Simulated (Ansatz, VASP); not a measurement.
## One calculation of Ti, two programs

Contents of INCAR:

```
ALGO = Fast
EDIFF = 1E-6
ENCUT = 520
GGA = PS
ISIF = 2
ISMEAR = 0
LASPH = T
LCHARG = T
LELF = T
LREAL = F
LVHAR = T
LWAVE = F
NBANDS = 12
NELM = 100
PREC = Accurate
SIGMA = 0.15
```

File KPOINTS:

```
k-points
0
Gamma
  10 10 10
```

POSCAR

```
Ti
1.0
    0.0000000000      1.9691000000      2.0604500000
    1.9691000000      0.0000000000      2.0604500000
    1.9691000000      1.9691000000      0.0000000000
Ti
1
Direct
    0.0000000000      0.0000000000      0.0000000000
```

Input for Ansatz:

```yaml
crystal:
  lattice:
    - [0.0, 1.9691, 2.06045]
    - [1.9691, 0.0, 2.06045]
    - [1.9691, 1.9691, 0.0]
  atoms:
    - { symbol: Ti, position: [0.0, 0.0, 0.0] }
basis:
  ecutwfc: 420
kpoints:
  mp_grid: { grid: [10, 10, 10] }
hamiltonian:
  xc: pbesol
scf:
  occupations: { method: gaussian, width: 0.15 }
output:
  forces: true
  stress: true
  eigenvalues: true
```

Change from the starting cell: strain -0.030 along x and y, +0.015 along z, atoms carried along.

Alike in both runs: task single point; functional PBEsol; k mesh 10 × 10 × 10; occupations gaussian, width 0.15 eV; no spin polarisation.

|  | VASP | Ansatz |
| --- | --- | --- |
| version | VASP 6.6.1 | Ansatz 0.2.0 |
| potentials or method | VASP PAW PBE potentials, release 64 (Ti_sv), cutoff 520 eV | scalar-relativistic, plane waves, PAW |
| valence electrons in the cell | 12 | 12 |

Ansatz gave:

* gap on the k mesh at the Fermi level (eV): none
* pressure (GPa): 5.3
* traceless stress, the component that is largest in VASP (GPa): -1.04

Question: Estimate VASP's values.

Answer: gap on the k mesh at the Fermi level (eV): none; pressure (GPa): 4.9; traceless stress, the component that is largest in VASP (GPa): -1.06.

VASP's potentials were made for PBE, not for PBEsol. A gap of «none» marks a metal or a gap that the smearing closes. The functional is the same, so the differences come from potentials, cutoffs and numerics.
